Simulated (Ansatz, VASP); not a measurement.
One calculation of WS2, two programs

INCAR

```
  ALGO = Normal
  DIPOL = 0.5 0.5 0.383
  EDIFF = 1E-7
  ENCUT = 520
  GGA = PE
  IDIPOL = 3
  ISIF = 2
  ISMEAR = 0
  IVDW = 12
  LASPH = True
  LCHARG = False
  LDIPOL = True
  LREAL = False
  LWAVE = False
  NBANDS = 35
  NELM = 100
  PREC = Accurate
  SIGMA = 0.05
```

Contents of KPOINTS:

```
k-points
0
Gamma
  9 9 1
```

The input POSCAR:

```
WS2
1.0
    3.1595457497      0.0000000000      0.0000000000
   -1.5797728749      2.7362468836      0.0000000000
    0.0000000000      0.0000000000     23.8042575719
S W
4 2
Direct
    0.3333333333      0.6666666667      0.1890418126
    0.3333333333      0.6666666667      0.3214605103
    0.6666666667      0.6666666667      0.4449678279
    0.6666666667      0.6666666667      0.5773865255
    0.6666666667      0.3333333333      0.2552511581
    0.3333333333      1.0000000000      0.5111771733
```

Input for Ansatz:

```yaml
crystal:
  lattice:
    - [3.1595457497, 0.0, 0.0]
    - [-1.5797728749, 2.7362468836, 0.0]
    - [0.0, 0.0, 23.8042575719]
  atoms:
    - { symbol: S, position: [0.3333333333, 0.6666666667, 0.1890418126] }
    - { symbol: W, position: [0.6666666667, 0.3333333333, 0.2552511581] }
    - { symbol: S, position: [0.3333333333, 0.6666666667, 0.3214605103] }
    - { symbol: S, position: [0.6666666667, 0.6666666667, 0.4449678279] }
    - { symbol: W, position: [0.3333333333, 1.0, 0.5111771733] }
    - { symbol: S, position: [0.6666666667, 0.6666666667, 0.5773865255] }
basis:
  ecutwfc: 420
kpoints:
  mp_grid: { grid: [9, 9, 1] }
hamiltonian:
  xc: pbe
  pseudopotentials: { kind: paw, azcp: { folder: soft_1 } }
  dispersion: d3bj
scf:
  occupations: { method: gaussian, width: 0.05 }
output:
  forces: true
  eigenvalues: true
  write_density: true
  write_potential: true
  elf: true
  volumetric_format: npy
efield:
  axis: 3
  dipole_correction: true
  ramp_width: 0.04
```

Alike in both runs: task single point; functional PBE; dispersion D3(BJ); k mesh 9 × 9 × 1; occupations gaussian, width 0.05 eV; no spin polarisation.

```csv
,VASP,Ansatz
version,VASP 6.6.1,Ansatz 0.2.0
potentials or method,"VASP PAW PBE potentials, release 64 (S, W_sv), cutoff 520 eV","scalar-relativistic, plane waves, PAW"
valence electrons in the cell,52,52
```

|  | VASP | Ansatz | Ansatz less VASP |
| --- | --- | --- | --- |
| gap on the k mesh at the Fermi level (eV) | 1.38 | 1.37 | -0.013 |
| least direct gap on the mesh (eV) | 1.89 | 1.89 | -0.003 |
| rms of the force components (eV/Å) | 0.088 | 0.088 | +0.0003 |

Neither program's run includes spin-orbit coupling.
